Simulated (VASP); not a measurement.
# Te (C2/m) in VASP: a series of runs

Te is run at these levels: LDA; tasks: single point.

Program: VASP 6.6.1. These are calculated values, not measurements. Logs are shortened: lines on timing, memory, paths and dates and some standing lists are left out, and cuts for length are marked.

## (1) The cell of the first run

The structure is monoclinic, space group C2/m (No. 12). Conventional cell: a = 7.641 Å, b = 4.296 Å, c = 5.977 Å, α = 90.00°, β = 90.90°, γ = 90.00°. Within 4.1 Å of Te (site symmetry 2/m) lie 6 Te at 3.09 to 3.31 Å. Within 4.0 Å of Te (site symmetry m) lie 6 Te at 3.03 to 3.47 Å.

## (2) Single point, LDA

File INCAR:

```
SYSTEM = Te
PREC = Accurate ; ENCUT = 520
EDIFF = 1E-7 ; ISMEAR = -1
SIGMA = 0.05 ; LREAL = .False.
LASPH = .True. ; NELM = 60
ALGO = Normal ; ISIF = 2
LWAVE = .False. ; LCHARG = .True.
LELF = .True. ; LVHAR = .True.
NBANDS = 16
```

File KPOINTS:

```
regular mesh
0
Gamma
  7 7 5
  0 0 0
```

File POSCAR:

```
Te
1.0
    3.8202894285     -2.1482026000      0.0000000000
    3.8202894285      2.1482026000      0.0000000000
   -0.0942908673      0.0000000000      5.9760906531
Te
3
Direct
    0.0000000000      0.0000000000      0.0000000000
    0.3094466100      0.3094466100      0.3388094900
    0.6905533900      0.6905533900      0.6611905100
```

Potentials or basis: VASP PAW LDA potentials, release 64 (Te).

Command:

```sh
> cat potpaw_LDA.64/Te/POTCAR > POTCAR
> mpirun -np 1 vasp_std > vasp.out
```

OUTCAR:

```text
SYSTEM = Te
   PREC = Accurate
   ENCUT = 520
   EDIFF = 1E-7
   ISMEAR = -1
   LREAL = .False.
   LASPH = .True.
   NELM = 60
   ISIF = 2

 ion  position               nearest neighbor table
   1  0.000  0.000  0.000-   2 3.09   3 3.09   3 3.31   3 3.31   2 3.31   2 3.31
   2  0.309  0.309  0.339-   3 3.03   3 3.03   1 3.09   1 3.31   1 3.31   3 3.47
   3  0.691  0.691  0.661-   2 3.03   2 3.03   1 3.09   1 3.31   1 3.31   2 3.47

  LATTYP: Found a base centered monoclinic cell.
 ALAT       =     7.6405788570
 B/A-ratio  =     0.5623140969
 C/A-ratio  =     0.7822489081
 COS(beta)  =    -0.0157760547

  Lattice vectors:

 A1 = (   3.8202894285,  -2.1482026000,   0.0000000000)
 A2 = (   3.8202894285,   2.1482026000,   0.0000000000)
 A3 = (  -0.0942908673,   0.0000000000,   5.9760906531)

Analysis of symmetry for initial positions (statically):
=====================================================================
 Subroutine PRICEL returns:
 Original cell was already a primitive cell.

 Routine SETGRP: Setting up the symmetry group for a
 base centered monoclinic supercell.

 Subroutine GETGRP returns: Found  4 space group operations
 (whereof  4 operations were pure point group operations)
 out of a pool of  4 trial point group operations.

The static configuration has the point symmetry C_2h.

Analysis of symmetry for dynamics (positions and initial velocities):
=====================================================================
 Subroutine PRICEL returns:
 Original cell was already a primitive cell.

 Routine SETGRP: Setting up the symmetry group for a
 base centered monoclinic supercell.

 Subroutine GETGRP returns: Found  4 space group operations
 (whereof  4 operations were pure point group operations)
 out of a pool of  4 trial point group operations.

The dynamic configuration has the point symmetry C_2h.

 Subroutine INISYM returns: Found  4 space group operations
 (whereof  4 operations are pure point group operations),
 and found     1 'primitive' translations

----------------------------------------------------------------------------------------

                                     Primitive cell

  volume of cell :      98.0886

  direct lattice vectors                    reciprocal lattice vectors
     3.820289429 -2.148202600  0.000000000     0.130880136 -0.232752721  0.002065029
     3.820289429  2.148202600  0.000000000     0.130880136  0.232752721  0.002065029
    -0.094290867  0.000000000  5.976090653     0.000000000  0.000000000  0.167333472

  length of vectors
     4.382851324  4.382851324  5.976834468     0.267035023  0.267035023  0.167333472

  position of ions in fractional coordinates (direct lattice)
     0.000000000  0.000000000  0.000000000
     0.309446610  0.309446610  0.338809490
     0.690553390  0.690553390  0.661190510

  ion indices of the primitive-cell ions
   primitive index   ion index
                 1           1
                 2           2
                 3           3

----------------------------------------------------------------------------------------

 KPOINTS: regular mesh

Automatic generation of k-mesh.
 Grid dimensions read from file:
 generate k-points for:    7    7    5

 Generating k-lattice:

  Cartesian coordinates                     Fractional coordinates (reciprocal lattice)
     0.018697162 -0.033250389  0.000295004     0.142857143  0.000000000  0.000000000
     0.018697162  0.033250389  0.000295004     0.000000000  0.142857143  0.000000000
     0.000000000  0.000000000  0.033466694     0.000000000  0.000000000  0.200000000

  Length of vectors
     0.038147860  0.038147860  0.033466694

  Shift w.r.t. Gamma in fractional coordinates (k-lattice)
     0.000000000  0.000000000  0.000000000

 Subroutine IBZKPT returns following result:
 ===========================================

 Found     72 irreducible k-points:

 Following reciprocal coordinates:
            Coordinates               Weight
  0.000000  0.000000  0.000000      1.000000
  0.142857  0.000000  0.000000      4.000000
  0.285714  0.000000  0.000000      4.000000
  0.428571  0.000000  0.000000      4.000000
  0.142857  0.142857  0.000000      2.000000
  0.285714  0.142857  0.000000      4.000000
[... 16 lines left out ...]
 -0.142857 -0.000000  0.200000      4.000000
  0.142857  0.142857  0.200000      2.000000
 [... further k-points ...]
   k-points           NKPTS =     72   k-points in BZ     NKDIM =     72   number of bands    NBANDS=     16
   number of dos      NEDOS =    301   number of ions     NIONS =      3
   total plane-waves  NPLWV =  62208
   dimension x,y,z NGX =    36 NGY =   36 NGZ =   48
   dimension x,y,z NGXF=    72 NGYF=   72 NGZF=   96
   ions per type =               3
   NGX,Y,Z   is equivalent  to a cutoff of  13.66, 13.66, 13.35 a.u.
   NGXF,Y,Z  is equivalent  to a cutoff of  27.31, 27.31, 26.70 a.u.
 SYSTEM =  Te
   PREC   = accura    normal or accurate (medium, high low for compatibility)
[... 121 lines left out ...]
     16      12.9390      0.00000

 k-point     6 :       0.2857    0.1429    0.0000
  band No.  band energies     occupation
      1      -6.9258      2.00000
      2      -4.2904      2.00000
      3      -4.0670      2.00000
      4       1.7639      2.00000
      5       1.8808      2.00000
      6       3.5597      2.00000
[... 8 lines left out ...]
     15      13.0016      0.00000
     16      13.6358      0.00000

 k-point     7 :       0.4286    0.1429    0.0000
  band No.  band energies     occupation
      1      -6.3183      2.00000
      2      -4.6515      2.00000
      3      -4.0844      2.00000
      4       1.4557      2.00000
      5       1.6148      2.00000
      6       2.8251      2.00000
[... 8 lines left out ...]
     15      13.9702      0.00000
     16      14.9615      0.00000

 k-point     8 :      -0.4286    0.1429   -0.0000
  band No.  band energies     occupation
      1      -5.5762      2.00000
      2      -5.3588      2.00000
      3      -4.0529      2.00000
      4       1.6536      2.00000
      5       1.8830      2.00000
      6       2.2812      2.00000
[... 8 lines left out ...]
     15      13.5223      0.00000
     16      15.1625      0.00000

 k-point     9 :      -0.2857    0.1429   -0.0000
  band No.  band energies     occupation
      1      -6.2533      2.00000
      2      -4.7227      2.00000
      3      -4.0648      2.00000
      4       1.4156      2.00000
      5       1.6980      2.00000
      6       2.8399      2.00000
[... 8 lines left out ...]
     15      13.7776      0.00000
     16      14.8365      0.00000
[... 172 lines left out ...]
 k-point    19 :       0.2857    0.0000    0.2000
  band No.  band energies     occupation
      1      -6.5899      2.00000
      2      -5.1116      2.00000
      3      -3.3896      2.00000
      4       1.1676      2.00000
      5       1.9751      2.00000
      6       2.7871      2.00000
[... 8 lines left out ...]
     15      13.3318      0.00000
     16      13.8396      0.00000

 k-point    20 :       0.4286    0.0000    0.2000
  band No.  band energies     occupation
      1      -5.8156      2.00000
      2      -5.3557      2.00000
      3      -3.7958      2.00000
      4       0.7755      2.00000
      5       1.7291      2.00000
      6       2.4849      2.00000
[... 8 lines left out ...]
     15      14.0968      0.00000
     16      14.8072      0.00000

 k-point    21 :      -0.4286   -0.0000    0.2000
  band No.  band energies     occupation
      1      -5.9876      2.00000
      2      -4.8560      2.00000
      3      -4.2517      2.00000
      4       1.4189      2.00000
      5       1.9353      2.00000
      6       2.5044      2.00000
[... 8 lines left out ...]
     15      13.8794      0.00000
     16      14.4261      0.00000

 k-point    22 :      -0.2857    0.0000    0.2000
  band No.  band energies     occupation
      1      -6.6412      2.00000
      2      -4.8012      2.00000
      3      -3.8238      2.00000
      4       2.0804      2.00000
      5       2.6970      2.00000
      6       2.8020      2.00000
[... 8 lines left out ...]
     15      12.4070      0.00000
     16      12.7910      0.00000

 k-point    23 :      -0.1429   -0.0000    0.2000
  band No.  band energies     occupation
      1      -7.1005      2.00000
      2      -5.1059      2.00000
      3      -3.2253      2.00000
      4       2.4834      2.00000
      5       3.3885      2.00000
      6       3.4708      2.00000
[... 8 lines left out ...]
     15      11.7999      0.00000
     16      12.1812      0.00000

 k-point    24 :       0.1429    0.1429    0.2000
  band No.  band energies     occupation
      1      -7.1027      2.00000
      2      -5.1573      2.00000
      3      -3.1707      2.00000
      4       2.4049      2.00000
      5       3.4139      2.00000
      6       3.7195      2.00000
[... 8 lines left out ...]
     15      11.8940      0.00000
     16      12.2507      0.00000

 [... further k-points ...]

------------------------ aborting loop because EDIFF is reached ----------------------------------------

  FORCE on cell =-STRESS in cart. coord.  units (eV):
  Direction    XX          YY          ZZ          XY          YZ          ZX
  --------------------------------------------------------------------------------------
  -------------------------------------------------------------------------------------
  Total       -1.6650334     -1.5268974     -1.9101318      0.0000000      0.0000000     -0.0129589
  in kB      -27.1966154    -24.9403049    -31.2000467      0.0000000      0.0000000     -0.2116708
  external PRESSURE =     -27.7789890 kB  Pullay stress =       0.0000000 kB

 VOLUME and BASIS-vectors are now :
 -----------------------------------------------------------------------------
  energy-cutoff  :      520.00
  volume of cell :       98.09
      direct lattice vectors                 reciprocal lattice vectors
     3.820289429 -2.148202600  0.000000000     0.130880136 -0.232752721  0.002065029
     3.820289429  2.148202600  0.000000000     0.130880136  0.232752721  0.002065029
    -0.094290867  0.000000000  5.976090653     0.000000000  0.000000000  0.167333472

 POSITION                                       TOTAL-FORCE (eV/Angst)
 -----------------------------------------------------------------------------------
      0.00000      0.00000      0.00000         0.000000      0.000000      0.000000
      2.33240      0.00000      2.02476         0.073485      0.000000     -0.033682
      5.21388      0.00000      3.95133        -0.073485      0.000000      0.033682
 -----------------------------------------------------------------------------------
    total drift:                               -0.000000     -0.000000     -0.000000

  FREE ENERGIE OF THE ION-ELECTRON SYSTEM (eV)
  ---------------------------------------------------
  free  energy   TOTEN  =       -11.2880992938 eV

  energy  without entropy=      -11.2805475795  energy(sigma->0) =      -11.28432344
```

Wall time 99 s (1 thread of Intel Xeon Platinum 8375C at 2.90GHz (Ice Lake), shared host); peak memory 0.24 GiB.

Results:

```yaml
Free_energy: -11.2881 eV
Pressure: -2.8 GPa
Largest_force: 0.081 eV/Å
Band_gap_on_the_k_mesh: 0.03 eV, indirect (least direct gap 0.18 eV)
```

Forces on the atoms (eV/Å):
```
Te   0.000  0.000  0.000
Te   0.073  0.000 -0.034
Te  -0.073  0.000  0.034
```

Levels at points of the mesh, in eV from the valence-band top:
| k point | band 7 | band 8 | band 9 | band 10 | band 11 | band 12 |
| --- | --- | --- | --- | --- | --- | --- |
| (0.00, 0.00, 0.00) | -2.04 | -1.63 | -1.42 | 0.95 | 0.98 | 1.52 |

Caveat: spin-orbit coupling is left out, which moves the levels of the heavy elements. A k mesh can miss the band edges.

## (3) Single point, LDA

This run uses another cell than the first one, of 33.35 Å³/atom, 1.020 times its volume.

File INCAR:

```
SYSTEM = Te
  ALGO = Normal
  EDIFF = 1E-6
  ENCUT = 520
  GGA = CA
  ISIF = 2
  ISMEAR = -1
  LASPH = .True.
  LCHARG = .False.
  LREAL = .False.
  LWAVE = .False.
  NBANDS = 16
  NELM = 60
  PREC = Accurate
  SIGMA = 0.05
```

File KPOINTS:

```
k-points
0
Gamma
  7 7 5
  0 0 0
```

File POSCAR:

```
Te
1.0
    3.8455900958     -2.1624295219      0.0000000000
    3.8455900958      2.1624295219      0.0000000000
   -0.0949153283      0.0000000000      6.0156685658
Te
3
Direct
    0.0000000000      0.0000000000      0.0000000000
    0.3094466100      0.3094466100      0.3388094900
    0.6905533900      0.6905533900      0.6611905100
```

Potentials or basis: VASP PAW LDA potentials, release 64 (Te).

Command:

```sh
> cat potpaw_LDA.64/Te/POTCAR > POTCAR
> mpirun -np 1 vasp_std > vasp.out
```

Wall time 75 s (1 thread of Intel Xeon Platinum 8375C at 2.90GHz (Ice Lake), shared host); peak memory 0.24 GiB.

Results (log left out):

* Free energy: -11.2487 eV
* Pressure: -3.6 GPa
* Largest force: 0.029 eV/Å
* Band gap on the k mesh: 0.05 eV, indirect (least direct gap 0.19 eV)

Forces on the atoms (eV/Å):
```
Te   0.000  0.000  0.000
Te   0.024  0.000 -0.017
Te  -0.024  0.000  0.017
```

Stress tensor (GPa, compression positive):
```
-3.47  0.00 -0.02
 0.00 -3.30  0.00
-0.02  0.00 -4.17
```

Levels at points of the mesh, in eV from the valence-band top:
```tsv
k point	band 7	band 8	band 9	band 10	band 11	band 12
(0.00, 0.00, 0.00)	-2.01	-1.58	-1.37	0.94	0.97	1.50
```

Caveat: spin-orbit coupling is left out, which moves the levels of the heavy elements. A k mesh can miss the band edges.

## (4) Single point, LDA

This run uses another cell than the first one, of 34.00 Å³/atom, 1.040 times its volume.

File INCAR:

```
PREC = Accurate
ENCUT = 520
EDIFF = 1E-6
ISMEAR = -1
SIGMA = 0.05
LREAL = F
LASPH = T
NELM = 100
ALGO = Normal
ISIF = 2
LWAVE = F
LCHARG = F
GGA = CA
NBANDS = 16
```

File KPOINTS:

```
Automatic mesh
0
Gamma
  7 7 5
```

File POSCAR:

```
Te
1.0
    3.8705621598     -2.1764716655      0.0000000000
    3.8705621598      2.1764716655      0.0000000000
   -0.0955316789      0.0000000000      6.0547324433
Te
3
Direct
    0.0000000000      0.0000000000      0.0000000000
    0.3094466100      0.3094466100      0.3388094900
    0.6905533900      0.6905533900      0.6611905100
```

Command:

```sh
> cat potpaw_LDA.64/Te/POTCAR > POTCAR
> mpirun -np 1 vasp_std > vasp.out
```

It took 79 s on 1 thread of Intel Xeon Platinum 8375C at 2.90GHz (Ice Lake), shared host; peak memory 0.24 GiB.

Results (log left out):

```
Free energy            : -11.1993 eV
Pressure               : -4.4 GPa
Largest force          : 0.023 eV/Å
Band gap on the k mesh : 0.07 eV, indirect (least direct gap 0.20 eV)
```

Forces in eV/Å, atoms in the order of the input:
```
Te   0.000  0.000  0.000
Te  -0.023  0.000 -0.001
Te   0.023  0.000  0.001
```

Stress tensor (GPa, compression positive):
```
-4.14  0.00 -0.02
 0.00 -4.02  0.00
-0.02  0.00 -5.10
```

Levels at points of the mesh, in eV from the valence-band top:
```
           k point  band 5  band 6  band 7  band 8  band 9  band 10  band 11  band 12  band 13  band 14
(0.00, 0.00, 0.00)   -2.55   -2.21   -1.98   -1.54   -1.32     0.93     0.96     1.48     4.79     5.18
```

Caveat: spin-orbit coupling is left out, which moves the levels of the heavy elements. A k mesh can miss the band edges.

## (5) Single point, LDA

This run uses another cell than the first one, of 34.66 Å³/atom, 1.060 times its volume.

File INCAR:

```
PREC = Accurate ; ENCUT = 520
EDIFF = 1E-6 ; ISMEAR = -1
SIGMA = 0.05 ; LREAL = False
LASPH = True ; NELM = 80
ALGO = Normal ; ISIF = 2
LWAVE = False ; LCHARG = True
GGA = CA ; LELF = True
LVHAR = True ; NBANDS = 16
```

File KPOINTS:

```
regular mesh
0
Gamma
  7 7 5
```

File POSCAR:

```
Te
1.0
    3.8952160867     -2.1903349161      0.0000000000
    3.8952160867      2.1903349161      0.0000000000
   -0.0961401773      0.0000000000      6.0932986579
Te
3
Direct
    0.0000000000      0.0000000000      0.0000000000
    0.3094466100      0.3094466100      0.3388094900
    0.6905533900      0.6905533900      0.6611905100
```

Command:

```sh
> cat potpaw_LDA.64/Te/POTCAR > POTCAR
> mpirun -np 1 vasp_std > vasp.out
```

Wall time 79 s (1 thread of Intel Xeon Platinum 8375C at 2.90GHz (Ice Lake), shared host); peak memory 0.25 GiB.

It converged, with:

```
Free energy            : -11.1409 eV
Pressure               : -5.1 GPa
Largest force          : 0.068 eV/Å
Band gap on the k mesh : 0.08 eV, indirect (least direct gap 0.20 eV)
```

Forces in eV/Å, atoms in the order of the input:
```
Te   0.000  0.000  0.000
Te  -0.066  0.000  0.014
Te   0.066  0.000 -0.014
```

Stress tensor (GPa, compression positive):
```
-4.72  0.00 -0.03
 0.00 -4.65  0.00
-0.03  0.00 -5.92
```

Levels at points of the mesh, in eV from the valence-band top:
| k point | band 7 | band 8 | band 9 | band 10 | band 11 | band 12 |
| --- | --- | --- | --- | --- | --- | --- |
| (0.00, 0.00, 0.00) | -1.94 | -1.49 | -1.27 | 0.91 | 0.94 | 1.46 |

Caveat: spin-orbit coupling is left out, which moves the levels of the heavy elements.

## (6) Overview

| cell | gap on the mesh (eV) | pressure (GPa) | largest force (eV/Å) |
| --- | --- | --- | --- |
| a = 4.383, b = 4.383, c = 5.977 Å, angles 90.8, 90.8, 58.7°, 3 atoms | 0.03 | -2.8 | 0.08 |
| a = 4.412, b = 4.412, c = 6.016 Å, angles 90.8, 90.8, 58.7°, 3 atoms | 0.05 | -3.6 | 0.03 |
| a = 4.441, b = 4.441, c = 6.055 Å, angles 90.8, 90.8, 58.7°, 3 atoms | 0.07 | -4.4 | 0.02 |
| a = 4.469, b = 4.469, c = 6.094 Å, angles 90.8, 90.8, 58.7°, 3 atoms | 0.08 | -5.1 | 0.07 |

Alike in all rows: task single point; level LDA; potentials or basis VASP PAW LDA potentials, release 64 (Te); no spin polarisation; k mesh 7 × 7 × 5; cutoff (eV) 520; smearing fermi-dirac 0.05 eV.

Caveats: spin-orbit coupling is left out, which moves the levels of the heavy elements.

Total energies depend on the potentials used, so only differences within one code and one set of settings carry meaning.
